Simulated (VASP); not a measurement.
## SrVO3: relaxation of cell and atoms with PBEsol

Crystal: SrVO3.

```
CELL_PARAMETERS angstrom
3.84090 0.00000 0.00000
0.00000 3.84090 0.00000
0.00000 0.00000 3.84090
ATOMIC_POSITIONS crystal
Sr 0.50000 0.50000 0.50000
V 0.00000 0.00000 0.00000
O 0.00000 0.00000 0.50000
O 0.00000 0.50000 0.00000
O 0.50000 0.00000 0.00000
```

| Quantity | Value |
| --- | --- |
| Program | VASP 6.6.1 |
| Task | relaxation of cell and atoms |
| Functional | PBEsol |
| Potentials or basis | VASP PAW PBE potentials, release 64 (Sr_sv, V_sv, O) |
| Cutoff | 600 eV |
| k mesh | 7 × 7 × 7 |
| Occupations | fermi-dirac, width 0.05 eV |
| Spin | collinear spin, ferromagnetic start |
| Starting moments | [0.0, 2.0, 0.0, 0.0, 0.0] μB |
| Dipole correction | no |
| Further INCAR settings | ALGO = Normal; EDIFF = 1e-06; IBRION = 2; EDIFFG = -0.01; NSW = 60; ISIF = 3 |

```
Relaxed volume                                        : 11.09 Å³/atom
Relaxed cell                                          : a = 3.813 Å, b = 3.813 Å, c = 3.813 Å, α = 90.00°, β = 90.00°, γ = 90.00°
Space group after relaxing (to 0.1 Å)                 : Pm-3m (No. 221)
Energy gained by relaxing                             : 3.2 meV/atom
Ionic steps                                           : 3
Pressure after relaxing                               : 0.0 GPa
Net moment                                            : 0.00 μB per cell
Valence electrons inside the program's atomic spheres : Sr 8.00; V 11.67; O 5.03
```

Step by step:
```tsv
step	energy change (eV)	largest force (eV/Å)	pressure (GPa)	volume (Å³)
1	0.0000	0.0000	-4.07	56.66
2	-0.0013	0.0000	4.26	54.33
3	-0.0158	0.0000	0.00	55.45
```

Final structure:
```xyz
5
Lattice="3.8133 0.0000 0.0000 0.0000 3.8133 0.0000 0.0000 0.0000 3.8133" Properties=species:S:1:pos:R:3 pbc="T T T"
Sr    1.9067    1.9067    1.9067
V     0.0000    0.0000    0.0000
O     0.0000    0.0000    1.9067
O     0.0000    1.9067    0.0000
O     1.9067    0.0000    0.0000
```

Levels at points of the mesh, in eV from the Fermi level:
Spin up:
| k point | band 16 | band 17 | band 18 | band 19 | band 20 | band 21 | band 22 | band 23 | band 24 | band 25 |
| --- | --- | --- | --- | --- | --- | --- | --- | --- | --- | --- |
| (0.00, 0.00, 0.00) | -3.26 | -3.26 | -2.36 | -2.36 | -2.36 | -0.91 | -0.91 | -0.91 | 1.46 | 1.46 |
Spin down:
```tsv
k point	band 18	band 19	band 20	band 21	band 22	band 23
(0.00, 0.00, 0.00)	-2.36	-2.36	-2.36	-0.91	-0.91	-0.91
```

It took 3.8 min on 1 thread of Intel Xeon 8259CL, on a shared host, peak memory 0.25 GiB.

Caveat: the PAW data sets were made with another functional, which shifts forces and pressure a little; semilocal functionals often make such compounds metallic where correlation or magnetic order opens a gap, which also shifts bond lengths. With open d or f shells a metallic result of PBEsol can be an artefact of self-interaction; +U or a hybrid may open a gap.
